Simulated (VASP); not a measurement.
# Si (I-42m) in VASP: further runs

Si is run at these levels: PBE; tasks: single point.

Everything below comes from runs of VASP 6.6.1. Logs are shortened: lines on timing, memory, paths and dates and some standing lists are left out, and cuts for length are marked.

**1. The cell of the first run**

The structure is tetragonal, space group I-42m (No. 121). The conventional cell has a = 6.664 Å, b = 6.664 Å, c = 5.988 Å, α = 90.00°, β = 90.00°, γ = 90.00°. Within 2.9 Å of Si (site symmetry 1) lie 5 Si at 2.18 to 2.86 Å.

The cell was built from a structure type or drawn by symmetry, and may not be a known phase.

**2. Single point, PBE**

Input file INCAR:

```
PREC     = Accurate       # precision mode
ENCUT    = 520            # plane-wave cutoff, eV
EDIFF    = 1E-7           # SCF threshold, eV
ISMEAR   = 0              # smearing method
SIGMA    = 0.1            # smearing width, eV
LREAL    = False          # projectors in reciprocal space
LASPH    = True           # aspherical terms in the spheres
NELM     = 100            # most SCF steps
ALGO     = Normal         # electronic algorithm
ISIF     = 2              # what is computed and relaxed
LWAVE    = False          # write WAVECAR
LCHARG   = True           # write CHGCAR
GGA      = PE             # functional
LELF     = True           # ELF
LVHAR    = True         
NBANDS   = 26             # bands
```

Input file KPOINTS:

```
regular mesh
0
Gamma
  4 4 4
```

Input file POSCAR:

```
Si
1.0
   -3.3318686700      3.3318686700      2.9941404200
    3.3318686700     -3.3318686700      2.9941404200
    3.3318686700      3.3318686700     -2.9941404200
Si
8
Direct
    0.7554327700      0.1131968600      0.2321106300
    0.8810862300      0.5233221400      0.7678893700
    0.1131968600      0.7554327700      0.2321106300
    0.4766778600      0.2445672300      0.3577641000
    0.8868031400      0.1189137700      0.6422359000
    0.5233221400      0.8810862300      0.7678893700
    0.2445672300      0.4766778600      0.3577641000
    0.1189137700      0.8868031400      0.6422359000
```

Potentials or basis: VASP PAW PBE potentials, release 64 (Si).

Launch:

```
$ cat potpaw_PBE.64/Si/POTCAR > POTCAR
$ mpirun -np 1 vasp_std > vasp.out
```

OUTCAR:

```text
PREC = Accurate
   ENCUT = 520
   EDIFF = 1E-7
   ISMEAR = 0
   LREAL = False
   LASPH = True
   NELM = 100
   ISIF = 2
   GGA = PE

 ion  position               nearest neighbor table
   1  0.755  0.113  0.232-   5 2.18   4 2.18   6 2.19   7 2.33   2 2.86
   2  0.881  0.523  0.768-   4 2.18   5 2.18   3 2.19   8 2.33   1 2.86
   3  0.113  0.755  0.232-   8 2.18   7 2.18   2 2.19   4 2.33   6 2.86
   4  0.477  0.245  0.358-   2 2.18   1 2.18   7 2.19   3 2.33   5 2.86
   5  0.887  0.119  0.642-   1 2.18   2 2.18   8 2.19   6 2.33   4 2.86
   6  0.523  0.881  0.768-   7 2.18   8 2.18   1 2.19   5 2.33   3 2.86
   7  0.245  0.477  0.358-   6 2.18   3 2.18   4 2.19   1 2.33   8 2.86
   8  0.119  0.887  0.642-   3 2.18   6 2.18   5 2.19   2 2.33   7 2.86

  LATTYP: Found a body centered tetragonal cell.
 ALAT       =     6.6637373400
 C/A-ratio  =     0.8986369862

  Lattice vectors:

 A1 = (  -3.3318686700,   3.3318686700,   2.9941404200)
 A2 = (   3.3318686700,  -3.3318686700,   2.9941404200)
 A3 = (   3.3318686700,   3.3318686700,  -2.9941404200)

Analysis of symmetry for initial positions (statically):
=====================================================================
 Subroutine PRICEL returns:
 Original cell was already a primitive cell.

 Routine SETGRP: Setting up the symmetry group for a
 body centered tetragonal supercell.

 Subroutine GETGRP returns: Found  8 space group operations
 (whereof  8 operations were pure point group operations)
 out of a pool of 16 trial point group operations.

The static configuration has the point symmetry D_2d.

Analysis of symmetry for dynamics (positions and initial velocities):
=====================================================================
 Subroutine PRICEL returns:
 Original cell was already a primitive cell.

 Routine SETGRP: Setting up the symmetry group for a
 body centered tetragonal supercell.

 Subroutine GETGRP returns: Found  8 space group operations
 (whereof  8 operations were pure point group operations)
 out of a pool of 16 trial point group operations.

The dynamic configuration has the point symmetry D_2d.

 Subroutine INISYM returns: Found  8 space group operations
 (whereof  8 operations are pure point group operations),
 and found     1 'primitive' translations

----------------------------------------------------------------------------------------

                                     Primitive cell

  volume of cell :     132.9560

  direct lattice vectors                    reciprocal lattice vectors
    -3.331868670  3.331868670  2.994140420     0.000000000  0.150065939  0.166992836
     3.331868670 -3.331868670  2.994140420     0.150065939  0.000000000  0.166992836
     3.331868670  3.331868670 -2.994140420     0.150065939  0.150065939  0.000000000

  length of vectors
     5.582792717  5.582792717  5.582792717     0.224513682  0.224513682  0.212225286

  position of ions in fractional coordinates (direct lattice)
     0.755432770  0.113196860  0.232110630
     0.881086230  0.523322140  0.767889370
     0.113196860  0.755432770  0.232110630
     0.476677860  0.244567230  0.357764100
     0.886803140  0.118913770  0.642235900
     0.523322140  0.881086230  0.767889370
     0.244567230  0.476677860  0.357764100
     0.118913770  0.886803140  0.642235900

  ion indices of the primitive-cell ions
   primitive index   ion index
                 1           1
                 2           2
                 3           3
                 4           4
                 5           5
                 6           6
                 7           7
                 8           8

----------------------------------------------------------------------------------------

 KPOINTS: regular mesh

Automatic generation of k-mesh.
 Grid dimensions read from file:
 generate k-points for:    4    4    4

 Generating k-lattice:

  Cartesian coordinates                     Fractional coordinates (reciprocal lattice)
     0.000000000  0.037516485  0.041748209     0.250000000  0.000000000  0.000000000
     0.037516485  0.000000000  0.041748209     0.000000000  0.250000000  0.000000000
     0.037516485  0.037516485  0.000000000     0.000000000  0.000000000  0.250000000

  Length of vectors
     0.056128420  0.056128420  0.053056321

  Shift w.r.t. Gamma in fractional coordinates (k-lattice)
     0.000000000  0.000000000  0.000000000

 Subroutine IBZKPT returns following result:
 ===========================================

 Found     13 irreducible k-points:

 Following reciprocal coordinates:
            Coordinates               Weight
  0.000000  0.000000  0.000000      1.000000
  0.250000 -0.000000  0.000000      8.000000
  0.500000 -0.000000  0.000000      4.000000
  0.250000  0.250000  0.000000      8.000000
  0.500000  0.250000  0.000000     16.000000
 -0.250000  0.250000  0.000000      4.000000
  0.500000  0.500000  0.000000      2.000000
  0.250000  0.250000  0.250000      2.000000
 -0.250000  0.250000  0.250000      4.000000
  0.500000  0.500000  0.250000      4.000000
 -0.250000  0.500000  0.250000      8.000000
 -0.250000 -0.250000  0.250000      2.000000
  0.500000  0.500000  0.500000      1.000000
   k-points           NKPTS =     13   k-points in BZ     NKDIM =     13   number of bands    NBANDS=     26
   number of dos      NEDOS =    301   number of ions     NIONS =      8
   total plane-waves  NPLWV =  74088
   dimension x,y,z NGX =    42 NGY =   42 NGZ =   42
   dimension x,y,z NGXF=    84 NGYF=   84 NGZF=   84
   ions per type =               8
   NGX,Y,Z   is equivalent  to a cutoff of  12.51, 12.51, 12.51 a.u.
   NGXF,Y,Z  is equivalent  to a cutoff of  25.01, 25.01, 25.01 a.u.
 SYSTEM =  unknown system
   PREC   = accura    normal or accurate (medium, high low for compatibility)
   ISTART =      0    job   : 0-new  1-cont  2-samecut
   ICHARG =      2    charge: 1-file 2-atom 10-const
   ISPIN  =      1    spin polarized calculation?
   LNONCOLLINEAR =      F non collinear calculations
   LSORBIT =      F    spin-orbit coupling
   LASPH  =      T    aspherical Exc in radial PAW
   ENCUT  =  520.0 eV  38.22 Ry    6.18 a.u.  10.38 10.38 10.38*2*pi/ulx,y,z
   NELM   =    100;   NELMIN=  2; NELMDL= -5     # of ELM steps
   EDIFF  = 0.1E-06   stopping-criterion for ELM
   LREAL  =      F    real-space projection
   EDIFFG = 0.1E-05   stopping-criterion for IOM
   NSW    =      0    number of steps for IOM
   IBRION =     -1    ionic relax: 0-MD 1-quasi-New 2-CG
   NFREE  =      0    steps in history (QN), initial steepest desc. (CG)
   ISIF   =      2    stress and relaxation
   ISYM   =      2    0-nonsym 1-usesym 2-fastsym
   POTIM  = 0.5000    time-step for ionic-motion
   TEBEG  =    0.0;   TEEND  =   0.0 temperature during run
   PSTRESS=    0.0 pullay stress
   NELECT =      32.0000    total number of electrons
   NUPDOWN=      -1.0000    fix difference up-down
   EMIN   =  10.00;   EMAX   =-10.00  energy-range for DOS
   EFERMI =   0.00;   METHOD = LEGACY
   ISMEAR =     0;   SIGMA  =   0.10  broadening in eV -4-tet -1-fermi 0-gaus
   EFERMI_NEDOS =   21; number of points for ismear=-14 and -15
   IALGO  =     38    algorithm
   IMIX   =      4    mixing-type and parameters
     AMIX     =   0.40;   BMIX     =  1.00
     AMIX_MAG =   1.60;   BMIX_MAG =  1.00
  volume/ion in A,a.u.               =      16.62       112.15
  Fermi-wavevector in a.u.,A,eV,Ry     =   1.018331  1.924366 14.109208  1.036998
  Thomas-Fermi vector in A             =   2.151782
   LORBIT       =      0    0 simple, 1 ext, 2 COOP (PROOUT), +10 PAW based schemes
   GGA     = PE    functional components
   LHFCALC =     F    Hartree Fock is set to
   AEXX    =    0.0000 exact exchange contribution
   IVDW    =     0    specifies the selected vdW correction
   LEPSILON=     F    determine dielectric tensor
   LRPA    =     F    only Hartree local field effects (RPA)
 non-spin polarized calculation
 Gauss-broadening in eV      SIGMA  =   0.10
  energy-cutoff  :      520.00
  volume of cell :      132.96
 maximum number of plane-waves:      3611
 NGX is ok and might be reduce to    42
   NGX = 21   NGY = 21   NGZ = 21

 number of electron      32.0000000 magnetization

 Free energy of the ion-electron system (eV)
  ---------------------------------------------------
  ext. energy  EPLUGINS =         0.00000000
  ---------------------------------------------------
  free energy    TOTEN  =       -37.64205951 eV

  energy without entropy =      -37.63835277  energy(sigma->0) =      -37.64020614

 E-fermi :   7.7928     XC(G=0): -10.1427

 val. band max:        7.7286339701   @ k =   0.5000   0.5000   0.5000
 cond. band min:       7.8312572416   @ k =   0.5000   0.5000   0.2500
 fundamental gap:      0.1026232715
 Fermi energy:         7.7928112643

 k-point     1 :       0.0000    0.0000    0.0000
  band No.  band energies     occupation
      1      -6.0966      2.00000
      2      -1.9036      2.00000
      3      -0.6925      2.00000
      4      -0.6925      2.00000
      5       0.3984      2.00000
      6       0.4927      2.00000
[... 18 lines left out ...]
     25      13.5665      0.00000
     26      13.5984      0.00000

 k-point     2 :       0.2500   -0.0000    0.0000
  band No.  band energies     occupation
      1      -5.7112      2.00000
      2      -2.9716      2.00000
      3      -1.3294      2.00000
      4      -1.0757      2.00000
      5      -0.2504      2.00000
      6       0.1974      2.00000
[... 18 lines left out ...]
     25      12.9657      0.00000
[... 289 lines left out ...]
     25      11.5011      0.00000
     26      11.9803      0.00000

 k-point    13 :       0.5000    0.5000    0.5000
  band No.  band energies     occupation
      1      -4.3799      2.00000
      2      -3.4143      2.00000
      3      -2.7216      2.00000
      4      -2.7216      2.00000
      5      -1.7897      2.00000
      6       1.8187      2.00000
[... 18 lines left out ...]
     25      12.0612      0.00000
     26      12.3262      0.00000

------------------------ aborting loop because EDIFF is reached ----------------------------------------

  FORCE on cell =-STRESS in cart. coord.  units (eV):
  Direction    XX          YY          ZZ          XY          YZ          ZX
  --------------------------------------------------------------------------------------
  -------------------------------------------------------------------------------------
  Total       29.0563506     29.0563506     13.1469329      0.0000000      0.0000000      0.0000000
  in kB      350.1416264    350.1416264    158.4262436      0.0000000      0.0000000      0.0000000
  external PRESSURE =     286.2364988 kB  Pullay stress =       0.0000000 kB

 VOLUME and BASIS-vectors are now :
 -----------------------------------------------------------------------------
  energy-cutoff  :      520.00
  volume of cell :      132.96
      direct lattice vectors                 reciprocal lattice vectors
    -3.331868670  3.331868670  2.994140420     0.000000000  0.150065939  0.166992836
     3.331868670 -3.331868670  2.994140420     0.150065939  0.000000000  0.166992836
     3.331868670  3.331868670 -2.994140420     0.150065939  0.150065939  0.000000000

 POSITION                                       TOTAL-FORCE (eV/Angst)
 -----------------------------------------------------------------------------------
     -1.36648      2.91321      1.90583        -1.304096      0.296773      0.888814
      1.36648      3.75053      1.90583         1.304096     -0.296773      0.888814
      2.91321     -1.36648      1.90583         0.296773     -1.304096      0.888814
      0.41866      1.96539      1.08831        -0.296773     -1.304096     -0.888814
     -0.41866      4.69835      1.08831         0.296773      1.304096     -0.888814
      3.75053      1.36648      1.90583        -0.296773      1.304096      0.888814
      1.96539      0.41866      1.08831        -1.304096     -0.296773     -0.888814
      4.69835     -0.41866      1.08831         1.304096      0.296773     -0.888814
 -----------------------------------------------------------------------------------
    total drift:                               -0.000003     -0.000003      0.000006

  FREE ENERGIE OF THE ION-ELECTRON SYSTEM (eV)
  ---------------------------------------------------
  free  energy   TOTEN  =       -37.6420595063 eV

  energy  without entropy=      -37.6383527702  energy(sigma->0) =      -37.64020614
```

Wall time 52 s (1 thread of Intel Xeon Platinum 8488C (Sapphire Rapids), shared host); peak memory 0.25 GiB.

Results:

```yaml
Free_energy: -37.6421 eV
Pressure: 28.6 GPa
Largest_force: 1.606 eV/Å
Band_gap_on_the_k_mesh: zero (bands 16 and 17 overlap by 0.24 eV)
```

Forces in eV/Å, atoms in the order of the input:
```
Si  -1.304  0.297  0.889
Si   1.304 -0.297  0.889
Si   0.297 -1.304  0.889
Si  -0.297 -1.304 -0.889
Si   0.297  1.304 -0.889
Si  -0.297  1.304  0.889
Si  -1.304 -0.297 -0.889
Si   1.304  0.297 -0.889
```

Stress tensor (GPa, compression positive):
```
35.01  0.00  0.00
 0.00 35.01  0.00
 0.00  0.00 15.84
```

Levels at points of the mesh, in eV from the Fermi level:
```
           k point  band 12  band 13  band 14  band 15  band 16  band 17  band 18  band 19  band 20  band 21
(0.00, 0.00, 0.00)    -4.20    -2.06    -0.87    -0.73    -0.73     1.62     2.23     3.50     3.74     3.92
(0.50, 0.00, 0.00)    -2.93    -2.79    -1.99    -1.30    -1.04     0.52     1.54     1.78     2.41     2.62
(0.50, 0.50, 0.00)    -2.39    -1.87    -1.85    -1.68    -1.19     0.75     1.15     1.94     2.40     2.99
(0.50, 0.50, 0.50)    -2.67    -0.94    -0.94    -0.93    -0.47    -0.06     1.03     3.23     3.24     3.55
```

Caveat: the cell stands under pressure; semilocal functionals underestimate gaps, so a narrow gap can read as zero; forces of over 1 eV/Å act on the atoms, so gaps and moduli don't describe the material at rest.

**3. Single point, PBE**

This run uses another cell than the first one, of 20.64 Å³/atom.

Input file INCAR:

```
PREC     = Accurate       # precision mode
ENCUT    = 520            # plane-wave cutoff, eV
EDIFF    = 1E-6           # SCF threshold, eV
ISMEAR   = 0              # smearing method
SIGMA    = 0.1            # smearing width, eV
LREAL    = F              # projectors in reciprocal space
LASPH    = T              # aspherical terms in the spheres
NELM     = 100            # most SCF steps
ALGO     = Normal         # electronic algorithm
ISIF     = 2              # what is computed and relaxed
LWAVE    = F              # write WAVECAR
LCHARG   = F              # write CHGCAR
GGA      = PE             # functional
NBANDS   = 26             # bands
```

KPOINTS is that of step 2.

Input file POSCAR:

```
Si
1.0
   -3.5958654596      3.5958654596      3.1931434692
    3.5958654596     -3.5958654596      3.1931434692
    3.5958654596      3.5958654596     -3.1931434692
Si
8
Direct
    0.7652617055      0.1166955699      0.2345500542
    0.8821455157      0.5307116513      0.7654499458
    0.1166955699      0.7652617055      0.2345500542
    0.4692883487      0.2347382945      0.3514338644
    0.8833044301      0.1178544843      0.6485661356
    0.5307116513      0.8821455157      0.7654499458
    0.2347382945      0.4692883487      0.3514338644
    0.1178544843      0.8833044301      0.6485661356
```

Potentials or basis: VASP PAW PBE potentials, release 64 (Si).

Launch:

```
$ cat potpaw_PBE.64/Si/POTCAR > POTCAR
$ mpirun -np 1 vasp_std > vasp.out
```

It took 55 s on 1 thread of Intel Xeon Platinum 8488C (Sapphire Rapids), shared host; peak memory 0.3 GiB.

The run converged. Its results:

```yaml
Free_energy: -40.2742 eV
Pressure: 0.1 GPa
Largest_force: 0.008 eV/Å
```

Forces in eV/Å, atoms in the order of the input:
```
Si  -0.001  0.007 -0.004
Si   0.001 -0.007 -0.004
Si   0.007 -0.001 -0.004
Si  -0.007 -0.001  0.004
Si   0.007  0.001  0.004
Si  -0.007  0.001 -0.004
Si  -0.001 -0.007  0.004
Si   0.001  0.007  0.004
```

Levels at points of the mesh, in eV from the Fermi level:
| k point | band 14 | band 15 | band 16 | band 17 | band 18 | band 19 |
| --- | --- | --- | --- | --- | --- | --- |
| (0.00, 0.00, 0.00) | -0.78 | -0.53 | -0.53 | 1.89 | 2.46 | 2.47 |
| (0.50, 0.00, 0.00) | -1.53 | -1.15 | -1.06 | 0.53 | 1.31 | 1.66 |
| (0.50, 0.50, 0.00) | -1.55 | -1.44 | -1.43 | 1.09 | 1.10 | 1.40 |
| (0.50, 0.50, 0.50) | -0.74 | -0.74 | -0.38 | -0.03 | 1.43 | 1.80 |
